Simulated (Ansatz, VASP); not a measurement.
One calculation of Zn, two programs

File INCAR:

```
ALGO     = Fast           # electronic algorithm
EDIFF    = 1E-6           # SCF threshold, eV
ENCUT    = 520            # plane-wave cutoff, eV
GGA      = CA             # functional
ISIF     = 2              # what is computed and relaxed
ISMEAR   = 0              # smearing method
LASPH    = T              # aspherical terms in the spheres
LCHARG   = F              # write CHGCAR
LREAL    = F              # projectors in reciprocal space
LWAVE    = F              # write WAVECAR
NBANDS   = 12             # bands
NELM     = 60             # most SCF steps
PREC     = Accurate       # precision mode
SIGMA    = 0.15           # smearing width, eV
```

KPOINTS

```
k-points
0
Gamma
  20 20 20
```

The input POSCAR:

```
Zn
1.0
   -1.4454131396      1.5056386871      1.5658642346
    1.4454131396     -1.5056386871      1.5658642346
    1.4454131396      1.5056386871     -1.5658642346
Zn
1
Direct
    0.0000000000      0.0000000000      0.0000000000
```

Input for Ansatz:

```yaml
crystal:
  lattice:
    - [-1.4454131396, 1.5056386871, 1.5658642346]
    - [1.4454131396, -1.5056386871, 1.5658642346]
    - [1.4454131396, 1.5056386871, -1.5658642346]
  atoms:
    - { symbol: Zn, position: [0.0, 0.0, 0.0] }
basis:
  ecutwfc: 520.0
kpoints:
  mp_grid: { grid: [20, 20, 20] }
hamiltonian:
  xc: lda
  pseudopotentials: { kind: paw }
scf:
  occupations: { method: gaussian, width: 0.15 }
output:
  forces: true
  stress: true
  eigenvalues: true
```

Change from the starting cell: normal strain along x -0.0400, normal strain along z +0.0400.

Alike in both runs: task single point; functional LDA; k mesh 20 × 20 × 20; occupations gaussian, width 0.15 eV; no spin polarisation.

|  | VASP | Ansatz |
| --- | --- | --- |
| version | VASP 6.6.1 | Ansatz 0.2.0 |
| potentials or method | VASP PAW LDA potentials, release 64 (Zn), cutoff 520 eV | scalar-relativistic, plane waves, PAW |
| valence electrons in the cell | 12 | 12 |

Ansatz gave:

```
gap on the k mesh at the Fermi level (eV)                     : none
pressure (GPa)                                                : 0.1
traceless stress, the component that is largest in VASP (GPa) : -2.66
```

Problem. Which values does VASP return?

Solution. gap on the k mesh at the Fermi level (eV): none; pressure (GPa): 0.8; traceless stress, the component that is largest in VASP (GPa): -2.66.

LDA's correlation is that of Perdew and Zunger in VASP and of Perdew and Wang (1992) in Ansatz. A gap of «none» marks a metal or a gap that the smearing closes.
